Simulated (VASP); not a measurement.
# SiO2 (P6_322) in VASP: notebook

Runs on SiO2. Level: PBE. Tasks: single point.

All numbers are computed with VASP 6.6.1; they aren't measurements. Logs are shortened: lines on timing, memory, paths and dates and some standing lists are left out, and cuts for length are marked.

### 1 The cell of the first run

It takes space group P6_322 (No. 182, hexagonal). The conventional cell has a = 5.171 Å, b = 5.171 Å, c = 8.644 Å, α = 90.00°, β = 90.00°, γ = 120.00°. Si (site symmetry 3) has 4 O at 1.62 to 1.63 Å within 2.2 Å. O (site symmetry 2) has 2 Si at 1.63 Å within 2.2 Å. Within 2.2 Å of O (site symmetry 32) lie 2 Si at 1.62 Å.

### 2 Single point, PBE (16.68 Å³/atom)

Contents of INCAR:

```
SYSTEM = SiO2
PREC     = Accurate       ! precision mode
ENCUT    = 520            ! plane-wave cutoff, eV
EDIFF    = 1E-6           ! SCF threshold, eV
ISMEAR   = 0              ! smearing method
SIGMA    = 0.02           ! smearing width, eV
LREAL    = .False.        ! projectors in reciprocal space
LASPH    = .True.         ! aspherical terms in the spheres
NELM     = 100            ! most SCF steps
ALGO     = Normal         ! electronic algorithm
ISIF     = 2              ! what is computed and relaxed
LWAVE    = .False.        ! write WAVECAR
LCHARG   = .True.         ! write CHGCAR
GGA      = PE             ! functional
LELF     = .True.         ! ELF
LVHAR    = .True.       
NBANDS   = 44             ! bands
```

Contents of KPOINTS:

```
regular mesh
0
Gamma
  6 6 4
  0 0 0
```

Contents of POSCAR:

```
SiO2
1.0
    5.1705104984      0.0000000000      0.0000000000
   -2.5852552492      4.4777934422      0.0000000000
    0.0000000000      0.0000000000      8.6443230760
Si O
4 8
Direct
    0.6666666667      0.3333333333      0.9373147240
    0.6666666667      0.3333333333      0.5626852760
    0.3333333333      0.6666666667      0.0626852760
    0.3333333333      0.6666666667      0.4373147240
    0.0000000000      0.4331666016      0.0000000000
    0.4331666016      0.4331666016      0.5000000000
    0.5668333984      0.0000000000      0.5000000000
    0.5668333984      0.5668333984      0.0000000000
    0.0000000000      0.5668333984      0.5000000000
    0.6666666667      0.3333333333      0.7500000000
    0.3333333333      0.6666666667      0.2500000000
    0.4331666016      0.0000000000      0.0000000000
```

Potentials or basis: VASP PAW PBE potentials, release 64 (Si, O).

Run with:

```
> cat potpaw_PBE.64/Si/POTCAR potpaw_PBE.64/O/POTCAR > POTCAR
> mpirun -np 1 vasp_std > vasp.out
```

OUTCAR:

```text
SYSTEM = SiO2
   PREC = Accurate
   ENCUT = 520
   EDIFF = 1E-6
   ISMEAR = 0
   LREAL = .False.
   LASPH = .True.
   NELM = 100
   ISIF = 2
   GGA = PE

 ion  position               nearest neighbor table
   1  0.667  0.333  0.937-  10 1.62   5 1.63  12 1.63   8 1.63
   2  0.667  0.333  0.563-  10 1.62   7 1.63   9 1.63   6 1.63
   3  0.333  0.667  0.063-  11 1.62  12 1.63   5 1.63   8 1.63
   4  0.333  0.667  0.437-  11 1.62   9 1.63   7 1.63   6 1.63
   5  0.000  0.433  0.000-   1 1.63   3 1.63
   6  0.433  0.433  0.500-   2 1.63   4 1.63
   7  0.567  0.000  0.500-   2 1.63   4 1.63
   8  0.567  0.567  0.000-   3 1.63   1 1.63
   9  0.000  0.567  0.500-   4 1.63   2 1.63
  10  0.667  0.333  0.750-   1 1.62   2 1.62
  11  0.333  0.667  0.250-   3 1.62   4 1.62
  12  0.433  0.000  0.000-   3 1.63   1 1.63

  LATTYP: Found a hexagonal cell.
 ALAT       =     5.1705104984
 C/A-ratio  =     1.6718509862

  Lattice vectors:

 A1 = (   5.1705104984,   0.0000000000,   0.0000000000)
 A2 = (  -2.5852552492,   4.4777934422,   0.0000000000)
 A3 = (   0.0000000000,   0.0000000000,   8.6443230760)

Analysis of symmetry for initial positions (statically):
=====================================================================
 Subroutine PRICEL returns:
 Original cell was already a primitive cell.

 Routine SETGRP: Setting up the symmetry group for a
 hexagonal supercell.

 Subroutine GETGRP returns: Found 12 space group operations
 (whereof  6 operations were pure point group operations)
 out of a pool of 24 trial point group operations.

The static configuration has the point symmetry D_3 .
 The point group associated with its full space group is D_6 .

Analysis of symmetry for dynamics (positions and initial velocities):
=====================================================================
 Subroutine PRICEL returns:
 Original cell was already a primitive cell.

 Routine SETGRP: Setting up the symmetry group for a
 hexagonal supercell.

 Subroutine GETGRP returns: Found 12 space group operations
 (whereof  6 operations were pure point group operations)
 out of a pool of 24 trial point group operations.

The dynamic configuration has the point symmetry D_3 .
 The point group associated with its full space group is D_6 .

 Subroutine INISYM returns: Found 12 space group operations
 (whereof  6 operations are pure point group operations),
 and found     1 'primitive' translations

[... 120 lines left out ...]
   PSTRESS=    0.0 pullay stress
   NELECT =      64.0000    total number of electrons
   NUPDOWN=      -1.0000    fix difference up-down
   EMIN   =  10.00;   EMAX   =-10.00  energy-range for DOS
   EFERMI =   0.00;   METHOD = LEGACY
   ISMEAR =     0;   SIGMA  =   0.02  broadening in eV -4-tet -1-fermi 0-gaus
   EFERMI_NEDOS =   21; number of points for ismear=-14 and -15
   IALGO  =     38    algorithm
   IMIX   =      4    mixing-type and parameters
     AMIX     =   0.40;   BMIX     =  1.00
     AMIX_MAG =   1.60;   BMIX_MAG =  1.00
  volume/ion in A,a.u.               =      16.68       112.55
  Fermi-wavevector in a.u.,A,eV,Ry     =   1.119503  2.115554 17.052010  1.253287
  Thomas-Fermi vector in A             =   2.256143
   LORBIT       =      0    0 simple, 1 ext, 2 COOP (PROOUT), +10 PAW based schemes
   GGA     = PE    functional components
   LHFCALC =     F    Hartree Fock is set to
   AEXX    =    0.0000 exact exchange contribution
   IVDW    =     0    specifies the selected vdW correction
   LEPSILON=     F    determine dielectric tensor
   LRPA    =     F    only Hartree local field effects (RPA)
 non-spin polarized calculation
 Gauss-broadening in eV      SIGMA  =   0.02
  energy-cutoff  :      520.00
  volume of cell :      200.14
 maximum number of plane-waves:      5444
 NGX is ok and might be reduce to    40
   NGX = 19   NGY = 19   NGZ = 33

 number of electron      63.9999982 magnetization

 Free energy of the ion-electron system (eV)
  ---------------------------------------------------
  ext. energy  EPLUGINS =         0.00000000
  ---------------------------------------------------
  free energy    TOTEN  =       -94.92673477 eV

  energy without entropy =      -94.92673477  energy(sigma->0) =      -94.92673477

 E-fermi :  -0.6822     XC(G=0):  -7.6213

 val. band max:       -0.8308662880   @ k =   0.0000   0.0000   0.2500
 cond. band min:       4.5870759841   @ k =   0.0000   0.0000   0.0000
 fundamental gap:      5.4179422721
 Fermi energy:        -0.6821921433

 k-point     1 :       0.0000    0.0000    0.0000
  band No.  band energies     occupation
      1     -20.1041      2.00000
      2     -19.7131      2.00000
      3     -18.7618      2.00000
      4     -18.1374      2.00000
      5     -18.1374      2.00000
      6     -18.1372      2.00000
[... 976 lines left out ...]
     43       9.9560      0.00000
     44       9.9560      0.00000

------------------------ aborting loop because EDIFF is reached ----------------------------------------

  FORCE on cell =-STRESS in cart. coord.  units (eV):
  Direction    XX          YY          ZZ          XY          YZ          ZX
  --------------------------------------------------------------------------------------
  -------------------------------------------------------------------------------------
  Total       -1.2025112     -1.2025112     -1.3034616      0.0000000     -0.0000000      0.0000000
  in kB       -9.6265628     -9.6265628    -10.4347096      0.0000000     -0.0000000      0.0000000
  external PRESSURE =      -9.8959451 kB  Pullay stress =       0.0000000 kB

 VOLUME and BASIS-vectors are now :
 -----------------------------------------------------------------------------
  energy-cutoff  :      520.00
  volume of cell :      200.14
      direct lattice vectors                 reciprocal lattice vectors
     5.170510498  0.000000000  0.000000000     0.193404500  0.111662140  0.000000000
    -2.585255249  4.477793442  0.000000000     0.000000000  0.223324281  0.000000000
     0.000000000  0.000000000  8.644323076     0.000000000  0.000000000  0.115682858

 POSITION                                       TOTAL-FORCE (eV/Angst)
 -----------------------------------------------------------------------------------
      2.58526      1.49260      8.10245         0.000000      0.000000     -0.008183
      2.58526      1.49260      4.86403         0.000000      0.000000      0.008183
     -0.00000      2.98520      0.54187         0.000000     -0.000000      0.008183
     -0.00000      2.98520      3.78029         0.000000     -0.000000     -0.008183
     -1.11985      1.93963      0.00000        -0.004850      0.008401     -0.000000
      1.11985      1.93963      4.32216         0.004850      0.008401     -0.000000
      2.93082      0.00000      4.32216        -0.009701     -0.000000      0.000000
      1.46541      2.53816      0.00000        -0.004850     -0.008401      0.000000
     -1.46541      2.53816      4.32216         0.004850     -0.008401      0.000000
      2.58526      1.49260      6.48324         0.000000      0.000000      0.000000
     -0.00000      2.98520      2.16108         0.000000     -0.000000      0.000000
      2.23969      0.00000      0.00000         0.009701      0.000000      0.000000
 -----------------------------------------------------------------------------------
    total drift:                               -0.000000     -0.000000      0.000000

  FREE ENERGIE OF THE ION-ELECTRON SYSTEM (eV)
  ---------------------------------------------------
  free  energy   TOTEN  =       -94.9267347730 eV

  energy  without entropy=      -94.9267347730  energy(sigma->0) =      -94.92673477
```

stdout:

```text
POSCAR found type information on POSCAR SiO
 POSCAR found :  2 types and      12 ions
 scaLAPACK will be used
 LDA part: xc-table for (Slater+PW92), standard interpolation
 POSCAR, INCAR and KPOINTS ok, starting setup
 FFT: planning ... GRIDC
 FFT: planning ... GRID_SOFT
 FFT: planning ... GRID
 WAVECAR not read
 entering main loop
```

Wall time 87 s (1 thread of Intel Xeon 6975P-C (Granite Rapids), shared host); peak memory 0.35 GiB.

Results:

```
Free energy            : -94.9267 eV
Pressure               : -1.0 GPa
Largest force          : 0.010 eV/Å
Band gap on the k mesh : 5.42 eV (least direct gap 5.44 eV)
```

Forces in eV/Å, atoms in the order of the input:
```
Si   0.000  0.000 -0.008
Si   0.000  0.000  0.008
Si   0.000  0.000  0.008
Si   0.000  0.000 -0.008
O   -0.005  0.008  0.000
O    0.005  0.008  0.000
O   -0.010  0.000  0.000
O   -0.005 -0.008  0.000
O    0.005 -0.008  0.000
O    0.000  0.000  0.000
O    0.000  0.000  0.000
O    0.010  0.000  0.000
```

Stress tensor (GPa, compression positive):
```
-0.96  0.00  0.00
 0.00 -0.96  0.00
 0.00  0.00 -1.04
```

Levels at points of the mesh, in eV from the valence-band top:
```csv
k point,band 29,band 30,band 31,band 32,band 33,band 34,band 35,band 36
"(0.00, 0.00, 0.00)",-0.51,-0.47,-0.02,-0.02,5.42,7.50,8.20,8.55
"(0.50, 0.00, 0.00)",-0.91,-0.74,-0.61,-0.01,7.55,8.07,8.74,8.88
"(0.00, 0.00, 0.50)",-0.48,-0.48,-0.22,-0.22,6.19,6.19,9.01,9.01
"(0.50, 0.00, 0.50)",-0.71,-0.71,-0.33,-0.33,7.91,7.91,8.37,8.37
```

A k mesh can miss the band edges.

### 3 Single point, PBE (17.16 Å³/atom)

This run uses another cell than the first one, of 17.16 Å³/atom.

Contents of INCAR:

```
PREC = Accurate ; ENCUT = 520
EDIFF = 1E-6 ; ISMEAR = 0
SIGMA = 0.02 ; LREAL = F
LASPH = T ; NELM = 80
ALGO = Normal ; ISIF = 2
LWAVE = F ; LCHARG = T
GGA = PE ; LELF = T
LVHAR = T ; NBANDS = 44
```

Contents of KPOINTS:

```
regular mesh
0
Gamma
  6 6 4
```

Contents of POSCAR:

```
SiO2
1.0
    5.2407081577      0.0000000000      0.0000000000
   -2.6203540789      4.5385863984      0.0000000000
    0.0000000000      0.0000000000      8.6593746111
Si O
4 8
Direct
    0.6666666667      0.3333333333      0.9374173762
    0.6666666667      0.3333333333      0.5625826238
    0.3333333333      0.6666666667      0.0625826238
    0.3333333333      0.6666666667      0.4374173762
    0.0000000000      0.4528486234      0.0000000000
    0.4528486234      0.4528486234      0.5000000000
    0.5471513766      0.0000000000      0.5000000000
    0.5471513766      0.5471513766      0.0000000000
    0.0000000000      0.5471513766      0.5000000000
    0.6666666667      0.3333333333      0.7500000000
    0.3333333333      0.6666666667      0.2500000000
    0.4528486234      0.0000000000      0.0000000000
```

Potentials or basis: VASP PAW PBE potentials, release 64 (Si, O).

Run with:

```
> cat potpaw_PBE.64/Si/POTCAR potpaw_PBE.64/O/POTCAR > POTCAR
> mpirun -np 1 vasp_std > vasp.out
```

It took 78 s on 1 thread of Intel Xeon 6975P-C (Granite Rapids), shared host; peak memory 0.36 GiB.

It converged, with:

```
Free energy            : -94.8866 eV
Pressure               : -2.0 GPa
Largest force          : 0.012 eV/Å
Band gap on the k mesh : 5.35 eV (least direct gap 5.37 eV)
```

Forces on the atoms (eV/Å):
```
Si   0.000  0.000 -0.003
Si   0.000  0.000  0.003
Si   0.000  0.000  0.003
Si   0.000  0.000 -0.003
O   -0.006  0.010  0.000
O    0.006  0.010  0.000
O   -0.012  0.000  0.000
O   -0.006 -0.010  0.000
O    0.006 -0.010  0.000
O    0.000  0.000  0.000
O    0.000  0.000  0.000
O    0.012  0.000  0.000
```

Stress tensor (GPa, compression positive):
```
-1.94  0.00  0.00
 0.00 -1.94  0.00
 0.00  0.00 -2.02
```

Levels at points of the mesh, in eV from the valence-band top:
| k point | band 29 | band 30 | band 31 | band 32 | band 33 | band 34 | band 35 | band 36 |
| --- | --- | --- | --- | --- | --- | --- | --- | --- |
| (0.00, 0.00, 0.00) | -0.26 | -0.24 | -0.01 | -0.01 | 5.35 | 7.39 | 8.12 | 8.38 |
| (0.50, 0.00, 0.00) | -0.93 | -0.77 | -0.61 | 0.00 | 7.44 | 7.90 | 8.64 | 8.71 |
| (0.00, 0.00, 0.50) | -0.28 | -0.28 | -0.25 | -0.25 | 6.12 | 6.12 | 8.68 | 8.68 |
| (0.50, 0.00, 0.50) | -0.74 | -0.74 | -0.32 | -0.32 | 7.79 | 7.79 | 8.23 | 8.23 |
